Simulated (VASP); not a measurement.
# Al3InAs4 (Amm2) in VASP: notebook

The runs below take Al3InAs4 through single point, relaxation of shape and atoms at fixed volume, with PBE.

Program: VASP 6.6.1. These are calculated values, not measurements. Logs are shortened: lines on timing, memory, paths and dates and some standing lists are left out, and cuts for length are marked.

## Step 1: The cell of the first run

It takes space group Amm2 (No. 38, orthorhombic). Conventional cell: a = 4.260 Å, b = 8.524 Å, c = 12.059 Å, α = 90.00°, β = 90.00°, γ = 90.00°. Al (site symmetry mm2) has 4 As at 2.57 to 2.61 Å within 3.4 Å. Within 3.3 Å of Al (site symmetry m) lie 4 As at 2.53 to 2.62 Å. Within 3.5 Å of In (site symmetry mm2) lie 4 As at 2.69 to 2.72 Å. Within 3.4 Å of As (site symmetry m) lie 3 Al at 2.57 Å and 1 In at 2.72 Å. Within 3.3 Å of As (site symmetry mm2) lie 2 Al at 2.53 Å and 2 In at 2.69 Å. Within 3.4 Å of As (site symmetry mm2) lie 4 Al at 2.61 to 2.62 Å.

## Step 2: Single point, PBE (27.36 Å³/atom)

Input file INCAR:

```
PREC = Accurate
ENCUT = 520
EDIFF = 1E-6
ISMEAR = 0
SIGMA = 0.02
LREAL = F
LASPH = T
NELM = 100
ALGO = Normal
ISIF = 2
LWAVE = F
LCHARG = F
GGA = PE
NBANDS = 31
```

Input file KPOINTS:

```
Automatic mesh
0
Gamma
  8 4 4
```

Input file POSCAR:

```
Al3InAs4
1.0
    4.2597003436      0.0000000000      0.0000000000
    0.0000000000      4.2618078822      6.0293296414
    0.0000000000     -4.2618078822      6.0293296414
Al In As
3 1 4
Direct
    0.0000000000      0.0004665052      0.0004665052
    0.5000000000      0.4992128218      1.0004624303
    0.5000000000      1.0004624303      0.4992128218
    0.0000000000      0.5002772541      0.5002772541
    0.0000000000      0.8903550467      0.3700015714
    0.5000000000      0.3642661338      0.3642661338
    0.0000000000      0.3700015714      0.8903550467
    0.5000000000      0.8749592368      0.8749592368
```

Potentials or basis: VASP PAW PBE potentials, release 64 (Al, In_d, As).

Launch:

```console
$ cat potpaw_PBE.64/Al/POTCAR potpaw_PBE.64/In_d/POTCAR potpaw_PBE.64/As/POTCAR > POTCAR
$ mpirun -np 1 vasp_std > vasp.out
```

OUTCAR:

```text
PREC = Accurate
   ENCUT = 520
   EDIFF = 1E-6
   ISMEAR = 0
   LREAL = F
   LASPH = T
   NELM = 100
   ISIF = 2
   GGA = PE

 ion  position               nearest neighbor table
   1  0.000  0.000  0.000-   5 2.57   7 2.57   8 2.61   8 2.61
   2  0.500  0.499  0.000-   6 2.53   7 2.57   7 2.57   8 2.62
   3  0.500  0.000  0.499-   6 2.53   5 2.57   5 2.57   8 2.62
   4  0.000  0.500  0.500-   6 2.69   6 2.69   7 2.72   5 2.72
   5  0.000  0.890  0.370-   3 2.57   3 2.57   1 2.57   4 2.72
   6  0.500  0.364  0.364-   2 2.53   3 2.53   4 2.69   4 2.69
   7  0.000  0.370  0.890-   2 2.57   2 2.57   1 2.57   4 2.72
   8  0.500  0.875  0.875-   1 2.61   1 2.61   3 2.62   2 2.62

  LATTYP: Found a base centered orthorhombic cell.
 ALAT       =     8.5236157644
 B/A-ratio  =     1.4147352035
 C/A-ratio  =     0.4997527412

  Lattice vectors:

 A1 = (   0.0000000000,   4.2618078822,  -6.0293296414)
 A2 = (   0.0000000000,   4.2618078822,   6.0293296414)
 A3 = (   4.2597003436,   0.0000000000,   0.0000000000)

Analysis of symmetry for initial positions (statically):
=====================================================================
 Subroutine PRICEL returns:
 Original cell was already a primitive cell.

 Routine SETGRP: Setting up the symmetry group for a
 base centered orthorhombic supercell.

 Subroutine GETGRP returns: Found  4 space group operations
 (whereof  4 operations were pure point group operations)
 out of a pool of  8 trial point group operations.

The static configuration has the point symmetry C_2v.

Analysis of symmetry for dynamics (positions and initial velocities):
=====================================================================
 Subroutine PRICEL returns:
 Original cell was already a primitive cell.

 Routine SETGRP: Setting up the symmetry group for a
 base centered orthorhombic supercell.

 Subroutine GETGRP returns: Found  4 space group operations
 (whereof  4 operations were pure point group operations)
 out of a pool of  8 trial point group operations.

The dynamic configuration has the point symmetry C_2v.

 Subroutine INISYM returns: Found  4 space group operations
 (whereof  4 operations are pure point group operations),
 and found     1 'primitive' translations

----------------------------------------------------------------------------------------

                                     Primitive cell

  volume of cell :     218.9132

  direct lattice vectors                    reciprocal lattice vectors
     4.259700344  0.000000000  0.000000000     0.234758297  0.000000000  0.000000000
     0.000000000  4.261807882  6.029329641     0.000000000  0.117321103  0.082927959
     0.000000000 -4.261807882  6.029329641     0.000000000 -0.117321103  0.082927959

  length of vectors
     4.259700344  7.383483077  7.383483077     0.234758297  0.143670761  0.143670761

  position of ions in fractional coordinates (direct lattice)
     0.000000000  0.000466505  0.000466505
     0.500000000  0.499212822  0.000462430
     0.500000000  0.000462430  0.499212822
     0.000000000  0.500277254  0.500277254
     0.000000000  0.890355047  0.370001571
     0.500000000  0.364266134  0.364266134
     0.000000000  0.370001571  0.890355047
     0.500000000  0.874959237  0.874959237

  ion indices of the primitive-cell ions
   primitive index   ion index
                 1           1
                 2           2
                 3           3
                 4           4
                 5           5
                 6           6
                 7           7
                 8           8

----------------------------------------------------------------------------------------

 KPOINTS: Automatic mesh

Automatic generation of k-mesh.
 Grid dimensions read from file:
 generate k-points for:    8    4    4

 Generating k-lattice:

  Cartesian coordinates                     Fractional coordinates (reciprocal lattice)
     0.029344787  0.000000000  0.000000000     0.125000000  0.000000000  0.000000000
     0.000000000  0.029330276  0.020731990     0.000000000  0.250000000  0.000000000
     0.000000000 -0.029330276  0.020731990     0.000000000  0.000000000  0.250000000

  Length of vectors
     0.029344787  0.035917690  0.035917690

  Shift w.r.t. Gamma in fractional coordinates (k-lattice)
     0.000000000  0.000000000  0.000000000

 Subroutine IBZKPT returns following result:
 ===========================================

 Found     35 irreducible k-points:

 Following reciprocal coordinates:
            Coordinates               Weight
  0.000000  0.000000  0.000000      1.000000
  0.125000  0.000000  0.000000      2.000000
  0.250000  0.000000  0.000000      2.000000
  0.375000  0.000000  0.000000      2.000000
  0.500000  0.000000  0.000000      1.000000
  0.000000  0.250000 -0.000000      4.000000
[... 16 lines left out ...]
  0.250000  0.500000  0.250000      8.000000
  0.375000  0.500000  0.250000      8.000000
 [... further k-points ...]
   k-points           NKPTS =     35   k-points in BZ     NKDIM =     35   number of bands    NBANDS=     31
   number of dos      NEDOS =    301   number of ions     NIONS =      8
   total plane-waves  NPLWV = 100352
   dimension x,y,z NGX =    32 NGY =   56 NGZ =   56
   dimension x,y,z NGXF=    64 NGYF=  112 NGZF=  112
   ions per type =               3   1   4
   NGX,Y,Z   is equivalent  to a cutoff of  12.49, 12.61, 12.61 a.u.
   NGXF,Y,Z  is equivalent  to a cutoff of  24.98, 25.22, 25.22 a.u.
 SYSTEM =  unknown system
   PREC   = accura    normal or accurate (medium, high low for compatibility)
   ISTART =      0    job   : 0-new  1-cont  2-samecut
   ICHARG =      2    charge: 1-file 2-atom 10-const
   ISPIN  =      1    spin polarized calculation?
   LNONCOLLINEAR =      F non collinear calculations
   LSORBIT =      F    spin-orbit coupling
   LASPH  =      T    aspherical Exc in radial PAW
   ENCUT  =  520.0 eV  38.22 Ry    6.18 a.u.   7.92 13.73 13.73*2*pi/ulx,y,z
   NELM   =    100;   NELMIN=  2; NELMDL= -5     # of ELM steps
   EDIFF  = 0.1E-05   stopping-criterion for ELM
   LREAL  =      F    real-space projection
   EDIFFG = 0.1E-04   stopping-criterion for IOM
   NSW    =      0    number of steps for IOM
   IBRION =     -1    ionic relax: 0-MD 1-quasi-New 2-CG
   NFREE  =      0    steps in history (QN), initial steepest desc. (CG)
   ISIF   =      2    stress and relaxation
   ISYM   =      2    0-nonsym 1-usesym 2-fastsym
   POTIM  = 0.5000    time-step for ionic-motion
   TEBEG  =    0.0;   TEEND  =   0.0 temperature during run
   PSTRESS=    0.0 pullay stress
   NELECT =      42.0000    total number of electrons
   NUPDOWN=      -1.0000    fix difference up-down
   EMIN   =  10.00;   EMAX   =-10.00  energy-range for DOS
   EFERMI =   0.00;   METHOD = LEGACY
   ISMEAR =     0;   SIGMA  =   0.02  broadening in eV -4-tet -1-fermi 0-gaus
   EFERMI_NEDOS =   21; number of points for ismear=-14 and -15
   IALGO  =     38    algorithm
   IMIX   =      4    mixing-type and parameters
     AMIX     =   0.40;   BMIX     =  1.00
     AMIX_MAG =   1.60;   BMIX_MAG =  1.00
  volume/ion in A,a.u.               =      27.36       184.66
  Fermi-wavevector in a.u.,A,eV,Ry     =   0.944207  1.784293 12.129963  0.891527
  Thomas-Fermi vector in A             =   2.071989
   LORBIT       =      0    0 simple, 1 ext, 2 COOP (PROOUT), +10 PAW based schemes
   GGA     = PE    functional components
   LHFCALC =     F    Hartree Fock is set to
   AEXX    =    0.0000 exact exchange contribution
   IVDW    =     0    specifies the selected vdW correction
   LEPSILON=     F    determine dielectric tensor
   LRPA    =     F    only Hartree local field effects (RPA)
 non-spin polarized calculation
 Gauss-broadening in eV      SIGMA  =   0.02
  energy-cutoff  :      520.00
  volume of cell :      218.91
 maximum number of plane-waves:      5924
 NGX is ok and might be reduce to    32
   NGX = 15   NGY = 27   NGZ = 27

 number of electron      42.0000008 magnetization

 Free energy of the ion-electron system (eV)
  ---------------------------------------------------
  ext. energy  EPLUGINS =         0.00000000
  ---------------------------------------------------
  free energy    TOTEN  =       -35.43213742 eV

  energy without entropy =      -35.43213742  energy(sigma->0) =      -35.43213742

 E-fermi :   3.1396     XC(G=0):  -8.5325

 val. band max:        3.0528089314   @ k =   0.0000   0.0000   0.0000
 cond. band min:       3.4312457651   @ k =   0.0000   0.0000   0.0000
 fundamental gap:      0.3784368336
 Fermi energy:         3.1396226240

 k-point     1 :       0.0000    0.0000    0.0000
  band No.  band energies     occupation
      1     -11.0082      2.00000
      2     -10.9671      2.00000
      3     -10.9367      2.00000
      4     -10.8769      2.00000
      5     -10.8745      2.00000
      6      -8.2031      2.00000
[... 23 lines left out ...]
     30       7.3602      0.00000
     31       7.5088      0.00000

 k-point     2 :       0.1250    0.0000    0.0000
  band No.  band energies     occupation
      1     -11.0054      2.00000
      2     -10.9662      2.00000
      3     -10.9419      2.00000
      4     -10.8768      2.00000
      5     -10.8754      2.00000
      6      -8.1173      2.00000
[... 23 lines left out ...]
     30       7.2729      0.00000
     31       7.3338      0.00000

 k-point     3 :       0.2500    0.0000    0.0000
  band No.  band energies     occupation
      1     -11.0060      2.00000
      2     -10.9642      2.00000
      3     -10.9473      2.00000
      4     -10.8823      2.00000
      5     -10.8713      2.00000
      6      -7.8737      2.00000
[... 23 lines left out ...]
     30       7.4692      0.00000
     31       8.0707      0.00000

 k-point     4 :       0.3750    0.0000    0.0000
  band No.  band energies     occupation
      1     -11.0166      2.00000
      2     -10.9622      2.00000
      3     -10.9430      2.00000
      4     -10.8877      2.00000
      5     -10.8662      2.00000
      6      -7.5180      2.00000
[... 635 lines left out ...]
     30       7.9483      0.00000
     31       7.9940      0.00000

 k-point    23 :       0.2500    0.5000    0.2500
  band No.  band energies     occupation
      1     -11.0073      2.00000
      2     -10.9634      2.00000
      3     -10.9470      2.00000
      4     -10.8823      2.00000
      5     -10.8712      2.00000
      6      -7.4924      2.00000
[... 23 lines left out ...]
     30       7.7121      0.00000
     31       8.1370      0.00000

 k-point    24 :       0.3750    0.5000    0.2500
  band No.  band energies     occupation
      1     -11.0174      2.00000
      2     -10.9615      2.00000
      3     -10.9428      2.00000
      4     -10.8878      2.00000
      5     -10.8660      2.00000
      6      -7.2394      2.00000
[... 23 lines left out ...]
     30       7.9817      0.00000
     31       8.3623      0.00000

 [... further k-points ...]
[... 5 lines left out ...]
  --------------------------------------------------------------------------------------
  -------------------------------------------------------------------------------------
  Total       -6.4025274     -6.4165499     -6.4024455      0.0000000      0.0000000      0.0000000
  in kB      -46.8586842    -46.9613118    -46.8580843      0.0000000      0.0000000      0.0000000
  external PRESSURE =     -46.8926934 kB  Pullay stress =       0.0000000 kB

 VOLUME and BASIS-vectors are now :
 -----------------------------------------------------------------------------
  energy-cutoff  :      520.00
  volume of cell :      218.91
      direct lattice vectors                 reciprocal lattice vectors
     4.259700344  0.000000000  0.000000000     0.234758297  0.000000000  0.000000000
     0.000000000  4.261807882  6.029329641     0.000000000  0.117321103  0.082927959
     0.000000000 -4.261807882  6.029329641     0.000000000 -0.117321103  0.082927959

 POSITION                                       TOTAL-FORCE (eV/Angst)
 -----------------------------------------------------------------------------------
      0.00000      0.00000      0.00563         0.000000      0.000000      0.001817
      2.12985      2.12558      3.01271         0.000000     -0.006300      0.001174
      2.12985     -2.12558      3.01271         0.000000      0.006300      0.001174
      0.00000      0.00000      6.03267         0.000000      0.000000     -0.001995
      0.00000      2.21765      7.59911         0.000000     -0.004661     -0.003733
      2.12985      0.00000      4.39256         0.000000      0.000000      0.004688
      0.00000     -2.21765      7.59911         0.000000      0.004661     -0.003733
      2.12985      0.00000     10.55084         0.000000      0.000000      0.000606
 -----------------------------------------------------------------------------------
    total drift:                                0.000000      0.000000     -0.000032

  FREE ENERGIE OF THE ION-ELECTRON SYSTEM (eV)
  ---------------------------------------------------
  free  energy   TOTEN  =       -35.4321374174 eV

  energy  without entropy=      -35.4321374174  energy(sigma->0) =      -35.43213742
```

It took 4.3 min on 1 thread of Oxide Virtual Turin-like, shared host; peak memory 0.41 GiB.

Results:

* Free energy: -35.4321 eV
* Pressure: -4.7 GPa
* Largest force: 0.006 eV/Å
* Band gap on the k mesh: 0.38 eV

Forces in eV/Å, atoms in the order of the input:
```
Al   0.000  0.000  0.002
Al   0.000 -0.006  0.001
Al   0.000  0.006  0.001
In   0.000  0.000 -0.002
As   0.000 -0.005 -0.004
As   0.000  0.000  0.005
As   0.000  0.005 -0.004
As   0.000  0.000  0.001
```

Levels at points of the mesh, in eV from the valence-band top:
| k point | band 19 | band 20 | band 21 | band 22 | band 23 | band 24 |
| --- | --- | --- | --- | --- | --- | --- |
| (0.00, 0.00, 0.00) | -0.13 | -0.11 | 0.00 | 0.38 | 1.11 | 1.38 |
| (0.50, 0.00, 0.00) | -2.38 | -1.08 | -0.76 | 2.61 | 2.84 | 4.12 |
| (0.00, 0.50, 0.00) | -0.70 | -0.41 | -0.30 | 1.50 | 1.70 | 2.19 |
| (0.50, 0.50, 0.00) | -1.62 | -1.50 | -1.27 | 2.17 | 2.18 | 2.25 |
| (0.00, 0.50, 0.50) | -1.09 | -1.09 | -0.62 | 2.23 | 2.33 | 2.61 |
| (0.50, 0.50, 0.50) | -0.88 | -0.79 | -0.68 | 1.11 | 1.23 | 1.57 |

Caveat: the cell stands under tension; semilocal functionals underestimate gaps, and a narrow one can read as zero; spin-orbit coupling is left out, which moves the levels of the heavy elements.

## Step 3: Relaxation of shape and atoms at fixed volume, PBE (21.89 Å³/atom)

This run uses another cell than the first one, of 21.89 Å³/atom.

Input file INCAR:

```
SYSTEM = Al3InAs4
PREC = Accurate
ENCUT = 600
EDIFF = 1E-6
ISMEAR = 0
SIGMA = 0.02
LREAL = .False.
LASPH = .True.
NELM = 100
ALGO = Normal
ISIF = 4
LWAVE = .False.
LCHARG = .False.
GGA = PE
IBRION = 2
NSW = 50
EDIFFG = -0.01
```

Input file KPOINTS:

```
regular mesh
0
Gamma
  8 4 4
  0 0 0
```

Input file POSCAR:

```
Al3InAs4
1.0
    3.9552174326      0.0000000000      0.0000000000
    0.0000000000      3.9594649468      5.5914580013
    0.0000000000     -3.9594649468      5.5914580013
Al In As
3 1 4
Direct
    0.0000000000     -0.0006368357     -0.0006368357
    0.5000000000      0.5018576471      0.9979165443
    0.5000000000      0.9979165443      0.5018576471
    0.0000000000      0.5013368796      0.5013368796
    0.0000000000      0.8924728824      0.3690188482
    0.5000000000      0.3628306025      0.3628306025
    0.0000000000      0.3690188482      0.8924728824
    0.5000000000      0.8752044316      0.8752044316
```

Potentials or basis: VASP PAW PBE potentials, release 64 (Al, In_d, As).

Launch:

```console
$ cat potpaw_PBE.64/Al/POTCAR potpaw_PBE.64/In_d/POTCAR potpaw_PBE.64/As/POTCAR > POTCAR
$ mpirun -np 1 vasp_std > vasp.out
```

Wall time 6.7 min (1 thread of Oxide Virtual Turin-like, shared host); peak memory 0.41 GiB.

The run converged. Its results:

```
Free energy                  : -35.0201 eV
Energy gained by relaxing    : 0.1 meV/atom
Ionic steps                  : 4
Pressure after relaxing      : 10.7 GPa
Largest force after relaxing : 0.005 eV/Å
Band gap on the k mesh       : 1.01 eV (least direct gap 1.14 eV)
```

Forces on the atoms (eV/Å):
```
Al   0.000  0.000 -0.003
Al   0.000  0.001 -0.004
Al   0.000 -0.001 -0.004
In   0.000  0.000 -0.005
As   0.000  0.000  0.003
As   0.000  0.000  0.004
As   0.000  0.000  0.003
As   0.000  0.000  0.005
```

The path:
```tsv
step	energy change (eV)	largest force (eV/Å)	pressure (GPa)	volume (Å³)
1	0.0000	0.0528	10.71	175.13
2	-0.0004	0.0201	10.70	175.13
3	-0.0005	0.0105	10.69	175.13
4	-0.0005	0.0054	10.69	175.13
```

Final structure:
```
CELL_PARAMETERS angstrom
3.95577 0.00000 0.00000
0.00000 3.96005 5.58984
0.00000 -3.96005 5.58984
ATOMIC_POSITIONS crystal
Al 0.00000 0.99914 0.99914
Al 0.50000 0.50241 0.99738
Al 0.50000 0.99738 0.50241
In 0.00000 0.50157 0.50157
As 0.00000 0.89297 0.36874
As 0.50000 0.36252 0.36252
As 0.00000 0.36874 0.89297
As 0.50000 0.87528 0.87528
```

Levels at points of the mesh, in eV from the valence-band top:
| k point | band 18 | band 19 | band 20 | band 21 | band 22 | band 23 | band 24 | band 25 |
| --- | --- | --- | --- | --- | --- | --- | --- | --- |
| (0.00, 0.00, 0.00) | -1.13 | -0.27 | -0.20 | 0.00 | 1.14 | 1.79 | 1.84 | 2.01 |
| (0.50, 0.00, 0.00) | -3.40 | -3.16 | -1.45 | -1.07 | 2.89 | 3.30 | 4.10 | 4.10 |
| (0.00, 0.50, 0.00) | -1.05 | -1.04 | -0.53 | -0.38 | 2.01 | 2.23 | 2.36 | 2.65 |
| (0.50, 0.50, 0.00) | -2.21 | -2.21 | -1.94 | -1.70 | 1.98 | 2.04 | 2.34 | 2.62 |
| (0.00, 0.50, 0.50) | -1.80 | -1.52 | -1.45 | -0.82 | 2.10 | 2.27 | 2.90 | 3.16 |
| (0.50, 0.50, 0.50) | -1.43 | -1.17 | -1.03 | -0.93 | 1.01 | 1.10 | 1.58 | 1.86 |

Caveat: spin-orbit coupling is left out, which moves the levels of the heavy elements. A k mesh can miss the band edges.
